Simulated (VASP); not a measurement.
# Sb2Se3 (P-6m2) in VASP: a series of runs, part 2 of 2

VASP 6.6.1. Earlier steps stand in the parts before.

## (3) Relaxation of cell and atoms, PBE

This run uses another cell than the first one, of 33.09 Å³/atom.

File INCAR:

```
SYSTEM = Sb2Se3
PREC     = Accurate       ! precision mode
ENCUT    = 500            ! plane-wave cutoff, eV
EDIFF    = 1E-7           ! SCF threshold, eV
ISMEAR   = 0              ! smearing method
SIGMA    = 0.15           ! smearing width, eV
LREAL    = .False.        ! projectors in reciprocal space
LASPH    = .True.         ! aspherical terms in the spheres
NELM     = 120            ! most SCF steps
ALGO     = Normal         ! electronic algorithm
ISIF     = 3              ! what is computed and relaxed
LWAVE    = .False.        ! write WAVECAR
LCHARG   = .False.        ! write CHGCAR
GGA      = PE             ! functional
IBRION   = 2              ! ionic algorithm
NSW      = 36             ! ionic steps
EDIFFG   = -0.08          ! ionic threshold
GGA_COMPAT= .False.      
NELMIN   = 4
```

File KPOINTS:

```
Automatic mesh
0
Gamma
  3 3 2
  0 0 0
```

File POSCAR:

```
Sb2Se3
1.0
    4.8721394700      0.0000000000      0.0000000000
   -2.4360697400      4.2193965500      0.0000000000
    0.0000000000      0.0000000000      8.0482880800
Sb Se
2 3
Direct
    0.3333333300      0.6666666700      0.5000000000
    0.0000000000      0.0000000000      0.0000000000
    0.3333333300      0.6666666700      0.7357271100
    0.3333333300      0.6666666700      0.2642728900
    0.3333333300      0.6666666700      0.0000000000
```

Potentials or basis: VASP PAW PBE potentials, release 64 (Sb, Se).

Launch:

```bash
> cat potpaw_PBE.64/Sb/POTCAR potpaw_PBE.64/Se/POTCAR > POTCAR
> mpirun -np 1 vasp_std > vasp.out
```

OUTCAR:

```text
SYSTEM = Sb2Se3
   PREC = Accurate
   ENCUT = 500
   EDIFF = 1E-7
   ISMEAR = 0
   LREAL = .False.
   LASPH = .True.
   NELM = 120
   ISIF = 3
   GGA = PE
   IBRION = 2
   NSW = 36
   EDIFFG = -0.08
   NELMIN = 4

 ion  position               nearest neighbor table
   1  0.333  0.667  0.500-   3 1.90   4 1.90
   2  0.000  0.000  0.000-   5 2.81   5 2.81   5 2.81
   3  0.333  0.667  0.736-   1 1.90   5 2.13
   4  0.333  0.667  0.264-   1 1.90   5 2.13
   5  0.333  0.667  0.000-   3 2.13   4 2.13   2 2.81   2 2.81   2 2.81

  LATTYP: Found a hexagonal cell.
 ALAT       =     4.8721394700
 C/A-ratio  =     1.6519001826

  Lattice vectors:

 A1 = (   4.8721394700,   0.0000000000,   0.0000000000)
 A2 = (  -2.4360697400,   4.2193965500,   0.0000000000)
 A3 = (   0.0000000000,   0.0000000000,   8.0482880800)

Analysis of symmetry for initial positions (statically):
=====================================================================
 Subroutine PRICEL returns:
 Original cell was already a primitive cell.

 Routine SETGRP: Setting up the symmetry group for a
 hexagonal supercell.

 Subroutine GETGRP returns: Found 12 space group operations
 (whereof 12 operations were pure point group operations)
 out of a pool of 24 trial point group operations.

The static configuration has the point symmetry D_3h.

Analysis of symmetry for dynamics (positions and initial velocities):
=====================================================================
 Subroutine PRICEL returns:
 Original cell was already a primitive cell.

 Routine SETGRP: Setting up the symmetry group for a
 hexagonal supercell.

 Subroutine GETGRP returns: Found 12 space group operations
 (whereof 12 operations were pure point group operations)
 out of a pool of 24 trial point group operations.

The dynamic configuration has the point symmetry D_3h.

 Subroutine INISYM returns: Found 12 space group operations
 (whereof 12 operations are pure point group operations),
 and found     1 'primitive' translations

[... 117 lines left out ...]
 maximum number of plane-waves:      4230
 NGX is ok and might be reduce to    36
   NGX = 17   NGY = 17   NGZ = 29

--------------------------------------- Ionic step        1  -------------------------------------------

 number of electron      27.9999998 magnetization

 Free energy of the ion-electron system (eV)
  ---------------------------------------------------
  ext. energy  EPLUGINS =         0.00000000
  ---------------------------------------------------
  free energy    TOTEN  =        -2.72480100 eV

  energy without entropy =       -2.66227407  energy(sigma->0) =       -2.69353753

------------------------ aborting loop because EDIFF is reached ----------------------------------------

  FORCE on cell =-STRESS in cart. coord.  units (eV):
  Direction    XX          YY          ZZ          XY          YZ          ZX
  --------------------------------------------------------------------------------------
  -------------------------------------------------------------------------------------
  Total        3.2084800      3.2084800    130.4668265     -0.0000000      0.0000000      0.0000000
  in kB       31.0696488     31.0696488   1263.3890617     -0.0000000      0.0000000      0.0000000
  external PRESSURE =     441.8427864 kB  Pullay stress =       0.0000000 kB
[... 98 lines left out ...]
  FREE ENERGIE OF THE ION-ELECTRON SYSTEM (eV)
  ---------------------------------------------------
  free  energy   TOTEN  =       -10.8715290446 eV

  energy  without entropy=      -10.6804723024  energy(sigma->0) =      -10.77600067

 E-fermi :  -0.0039     XC(G=0):  -6.6921

 val. band max:       -0.0202016523   @ k =   0.3333  -0.0000   0.5000
 cond. band min:       0.0042565707   @ k =   0.3333  -0.0000   0.0000
 fundamental gap:      0.0244582230
 Fermi energy:        -0.0038654644

 k-point     1 :       0.0000    0.0000    0.0000
  band No.  band energies     occupation
      1     -15.1827      2.00000
      2     -11.7130      2.00000
      3     -10.9016      2.00000
      4      -8.1978      2.00000
      5      -7.8651      2.00000
      6      -4.7334      2.00000
[... 103 lines left out ...]
      5      -7.8919      2.00000
      6      -5.9699      2.00000
[... 10 lines left out ...]
     17       0.8613      0.00000
     18       0.9979      0.00000

[... ionic steps 4 to 27 ...]

--------------------------------------- Ionic step       28  -------------------------------------------

 number of electron      28.0000006 magnetization

------------------------ aborting loop because EDIFF is reached ----------------------------------------
[... 73 lines left out ...]
--------------------------------------- Ionic step       30  -------------------------------------------

 number of electron      28.0000013 magnetization

 Free energy of the ion-electron system (eV)
  ---------------------------------------------------
  ext. energy  EPLUGINS =         0.00000000
  ---------------------------------------------------
  free energy    TOTEN  =       -16.17985114 eV

  energy without entropy =      -16.13262410  energy(sigma->0) =      -16.15623762

 E-fermi :   1.3960     XC(G=0):  -7.1787

 val. band max:        1.3935652739   @ k =   0.3333   0.3333   0.0000
 cond. band min:       1.4978696452   @ k =   0.3333  -0.0000   0.0000
 fundamental gap:      0.1043043713
 Fermi energy:         1.3959739733

 k-point     1 :       0.0000    0.0000    0.0000
  band No.  band energies     occupation
      1     -13.0051      2.00000
      2     -11.4465      2.00000
      3     -11.1107      2.00000
      4      -7.0504      2.00000
      5      -6.2918      2.00000
      6      -3.7167      2.00000
[... 147 lines left out ...]
  FREE ENERGIE OF THE ION-ELECTRON SYSTEM (eV)
  ---------------------------------------------------
  free  energy   TOTEN  =       -16.1798511359 eV

  energy  without entropy=      -16.1326240991  energy(sigma->0) =      -16.15623762

 reached required accuracy - stopping structural energy minimisation
```

OSZICAR:

```text
N       E                     dE             d eps       ncg     rms          rms(c)
DAV:   1     0.197260202482E+03    0.19726E+03   -0.10134E+04   216   0.120E+03
DAV:   2     0.131508409157E+02   -0.18411E+03   -0.18138E+03   304   0.214E+02
DAV:   3    -0.318863485672E+01   -0.16339E+02   -0.16121E+02   250   0.727E+01
[... 441 lines left out ...]
DAV:   7    -0.161798449017E+02   -0.13477E-04   -0.26214E-05   240   0.272E-02    0.802E-03
DAV:   8    -0.161798498067E+02   -0.49050E-05   -0.52463E-06   244   0.121E-02    0.314E-03
DAV:   9    -0.161798506414E+02   -0.83472E-06   -0.91809E-07   254   0.498E-03    0.134E-03
DAV:  10    -0.161798510625E+02   -0.42109E-06   -0.48891E-07   218   0.379E-03    0.498E-04
DAV:  11    -0.161798511359E+02   -0.73411E-07   -0.61773E-08   112   0.125E-03
  30 F= -.16179851E+02 E0= -.16156238E+02  d E =-.191405E-01
```

Wall time 7.8 min (1 thread of Intel Xeon Platinum 8559C (Emerald Rapids), shared host); peak memory 0.29 GiB.

What came out:

```
Free energy                           : -16.1799 eV
Relaxed volume                        : 43.34 Å³/atom
Relaxed cell                          : a = 4.764 Å, b = 4.764 Å, c = 11.024 Å, α = 90.00°, β = 90.00°, γ = 120.00°
Space group after relaxing (to 0.1 Å) : P-6m2 (No. 187)
Energy gained by relaxing             : 2691.0 meV/atom
Ionic steps                           : 30
Pressure after relaxing               : 0.1 GPa
Band gap on the k mesh                : zero (bands 14 and 15 overlap by 0.40 eV)
```

Forces in eV/Å, atoms in the order of the input:
```
Sb   0.000  0.000  0.000
Sb   0.000  0.000  0.000
Se   0.000  0.000  0.002
Se   0.000  0.000 -0.002
Se   0.000  0.000  0.000
```

Stress tensor (GPa, compression positive):
```
0.07 0.00 0.00
0.00 0.07 0.00
0.00 0.00 0.15
```

The path:
```csv
step,energy change (eV),largest force (eV/Å),pressure (GPa),volume (Å³)
1,0.0000,17.0086,44.18,165.45
2,-7.7610,1.3105,-3.28,397.22
3,-8.1467,1.2494,-3.19,379.65
4,-8.4351,1.1761,-3.11,365.40
5,-9.9789,2.4903,-0.54,257.64
6,-9.9335,1.8483,-1.07,266.52
7,-9.9483,2.0213,-0.93,264.00
8,-10.3579,0.5988,-1.93,254.58
9,-10.3928,0.2506,-2.08,251.29
10,-10.6764,0.6776,-0.66,225.52
11,-10.7348,0.9767,0.69,210.66
12,-11.0712,1.7243,1.50,200.17
13,-10.9873,3.4172,10.79,167.99
14,-11.2434,3.0579,3.55,188.64
15,-11.3434,3.7512,6.22,178.37
16,-11.3948,3.6540,6.39,177.70
17,-11.5066,3.3048,7.08,175.66
18,-11.4565,2.1507,9.35,171.48
19,-11.5288,2.9623,7.86,173.97
20,-11.6559,2.7528,7.37,175.23
21,-11.9926,2.2958,6.11,179.06
22,-12.5165,1.7297,4.02,186.87
23,-13.1481,1.0999,1.05,203.12
24,-13.3267,0.5303,-1.94,238.28
25,-13.3787,0.6295,-1.40,227.50
26,-13.3808,0.6849,-1.08,222.85
27,-13.4106,0.5135,-0.76,221.67
28,-13.4359,0.1040,-0.07,219.35
29,-13.4443,0.0758,-0.04,218.69
30,-13.4551,0.0023,0.10,216.69
```

Final structure:
```
Sb Se
1.0
     4.76414    0.00000    0.00000
    -2.38207    4.12586    0.00000
     0.00000    0.00000   11.02412
Sb Se
2 3
Direct
  0.33333 0.66667 0.50000
  0.00000 0.00000 0.00000
  0.33333 0.66667 0.72372
  0.33333 0.66667 0.27628
  0.33333 0.66667 0.00000
```

Levels at points of the mesh, in eV from the Fermi level:
| k point | band 12 | band 13 | band 14 | band 15 | band 16 | band 17 |
| --- | --- | --- | --- | --- | --- | --- |
| (0.00, 0.00, 0.00) | -1.02 | -1.02 | -0.30 | 0.50 | 0.50 | 0.80 |
| (0.00, 0.00, 0.50) | -0.93 | -0.93 | 0.40 | 0.53 | 0.53 | 1.24 |

Caveat: the k points lie up to 0.51 Å⁻¹ apart in the final cell; the volume moved by over 15 % at a fixed basis, so the end points are rough; semilocal functionals underestimate gaps, and a narrow one can read as zero; spin-orbit coupling is left out, which moves the levels of the heavy elements.

The gap in the log of VASP goes by the Fermi energy; the results here count the filled bands.